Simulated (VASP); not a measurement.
A run of VASP 6.6.1:

Contents of INCAR:

```
SYSTEM = MoS2
ALGO = Normal
EDIFF = 1E-6
ENCUT = 520
GGA = CA
ISIF = 2
ISMEAR = -1
LASPH = .TRUE.
LCHARG = .TRUE.
LELF = .TRUE.
LREAL = .FALSE.
LVHAR = .TRUE.
LWAVE = .FALSE.
NBANDS = 20
NELM = 80
PREC = Accurate
SIGMA = 0.15
```

Contents of KPOINTS:

```
k-points
0
G
  11 11 11
  0 0 0
```

POSCAR

```
MoS2
1.0
    1.6059062438      0.9271699698      6.2508375944
   -1.6059062438      0.9271699698      6.2508375944
    0.0000000000     -1.8543409561      6.2508375944
Mo S
1 2
Direct
    0.0000000000      0.0000000000      0.0000000000
    0.2500000000      0.2500000000      0.2500000000
    0.4170000000      0.4170000000      0.4170000000
```

Potentials or basis: VASP PAW LDA potentials, release 64 (Mo_sv, S).

The run is started by

```console
$ cat potpaw_LDA.64/Mo_sv/POTCAR potpaw_LDA.64/S/POTCAR > POTCAR
$ mpirun -np 1 vasp_std > vasp.out
```

Hardware: 1 thread of Intel Xeon 8259CL, on a shared host.

Question: How long does it take, and how much memory?

Answer: Run time: 11 min on 1 thread of Intel Xeon 8259CL, on a shared host, peak memory 0.36 GiB. Counts: scf iterations 14, k points 146.
